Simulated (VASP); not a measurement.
CaO: single point with PBE

The system is CaO.

```
Ca O
1.0
     2.90321    0.00000    0.00000
     0.00000    2.90321    0.00000
     0.00000    0.00000    2.90321
Ca O
1 1
Direct
  0.00000 0.00000 0.00000
  0.50000 0.50000 0.50000
```

```json
{
 "Program": "VASP 6.6.1",
 "Task": "single point",
 "Functional": "PBE",
 "Potentials or basis": "VASP PAW PBE potentials, release 64 (Ca_sv, O)",
 "Cutoff": "520 eV",
 "k mesh": "4 × 4 × 4",
 "Occupations": "gaussian, width 0.01 eV",
 "Spin": "no spin polarisation",
 "Dipole correction": "no",
 "Further INCAR settings": "ALGO = Normal; EDIFF = 1e-06; NBANDS = 15"
}
```

```json
{"Pressure": "4.4 GPa", "Band gap on the k mesh": "2.74 eV (least direct gap 3.04 eV)"}
```

Levels at points of the mesh, in eV from the valence-band top:
| k point | band 5 | band 6 | band 7 | band 8 | band 9 | band 10 | band 11 | band 12 |
| --- | --- | --- | --- | --- | --- | --- | --- | --- |
| (0.00, 0.00, 0.00) | -16.45 | -0.31 | -0.31 | -0.31 | 2.74 | 2.74 | 5.21 | 8.41 |
| (0.50, 0.00, 0.00) | -15.24 | -3.82 | -0.81 | -0.81 | 3.73 | 7.17 | 8.13 | 8.13 |
| (0.50, 0.50, 0.00) | -15.76 | -2.12 | -2.12 | 0.00 | 3.87 | 4.72 | 6.56 | 6.56 |
| (0.50, 0.50, 0.50) | -15.22 | -3.44 | -3.44 | -3.44 | 7.94 | 7.94 | 7.94 | 9.95 |

Run time: 3.2 s on 1 thread of Intel(R) Xeon(R) Platinum 8488C (Sapphire Rapids), with other jobs on the host, peak memory 0.13 GiB.

Caveat: the k points lie up to 0.54 Å⁻¹ apart; the structure was generated, so it needn't be the stable form of CaO. A k mesh can miss the band edges.
